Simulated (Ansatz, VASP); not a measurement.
**Two plane-wave programs on SrTe**

```xyz
2
Lattice="0.0000 3.4626 3.4626 3.4626 0.0000 3.4626 3.4626 3.4626 0.0000" Properties=species:S:1:pos:R:3 pbc="T T T"
Sr    3.4626    3.4626    3.4626
Te    0.0000    0.0000    0.0000
```

Alike in both runs: task single point; functional BLYP; k mesh 6 × 6 × 6; occupations gaussian, width 0.05 eV; no spin polarisation.

|  | VASP | Ansatz |
| --- | --- | --- |
| version | VASP 6.6.1 | Ansatz 0.2.0 |
| potentials or method | VASP PAW PBE potentials, release 64 (Sr_sv, Te), cutoff 500 eV | scalar-relativistic, plane waves, PAW |
| valence electrons in the cell | 16 | 26 |

Ansatz gave:

- gap on the k mesh at the Fermi level (eV): 2.11
- least direct gap on the mesh (eV): 2.52
- pressure (GPa): -1.1

Question: What did VASP give for the same quantities?

Answer: gap on the k mesh at the Fermi level (eV): 2.07; least direct gap on the mesh (eV): 2.55; pressure (GPa): -0.9.

VASP's potentials were made for PBE, not for BLYP. VASP's potentials hold 16 valence electrons a cell and Ansatz's 26, so a difference there can come from the potentials and not from the codes.

Spin-orbit coupling is off throughout.
